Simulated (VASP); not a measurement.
Set up this calculation in VASP 6.6.1, as the native input.

```
Task                   : single point
Functional             : LDA
Potentials or basis    : VASP PAW LDA potentials, release 64 (Bi_d)
Cutoff                 : 520 eV
k mesh                 : 11 × 11 × 11
Occupations            : fermi-dirac, width 0.08 eV
Spin                   : no spin polarisation
Dipole correction      : no
Further INCAR settings : ALGO = Normal; EDIFF = 1e-07; NBANDS = 22
```

The structure of Bi lies in POSCAR:

```
Bi
1.0
    0.0000000000      3.3619004469      3.3619004469
    3.3619004469      0.0000000000      3.3619004469
    3.3619004469      3.3619004469      0.0000000000
Bi
2
Direct
   -0.1250000000     -0.1250000000     -0.1250000000
    0.1250000000      0.1250000000      0.1250000000
```

This isn't the form of Bi at room conditions, which is rhombohedral.

One way to write it, as run:

INCAR

```
PREC = Accurate
ENCUT = 520
EDIFF = 1E-7
ISMEAR = -1
SIGMA = 0.08
LREAL = False
LASPH = True
NELM = 60
ALGO = Normal
ISIF = 2
LWAVE = False
LCHARG = True
GGA = CA
LELF = True
LVHAR = True
NBANDS = 22
```

KPOINTS

```
regular mesh
0
Gamma
  11 11 11
```

Potentials or basis: VASP PAW LDA potentials, release 64 (Bi_d).

Run with:

```console
$ cat potpaw_LDA.64/Bi_d/POTCAR > POTCAR
$ mpirun -np 1 vasp_std > vasp.out
```

Results of the run:

The pressure is 8.2 GPa and the band gap on the k mesh is zero (bands 15 and 16 overlap by 1.03 eV).

Caveat: the cell stands under pressure; spin-orbit coupling is left out, which moves the levels of the heavy elements.

It took 81 s on 1 thread of Intel Xeon 8259CL (shared host), peak memory 0.21 GiB.
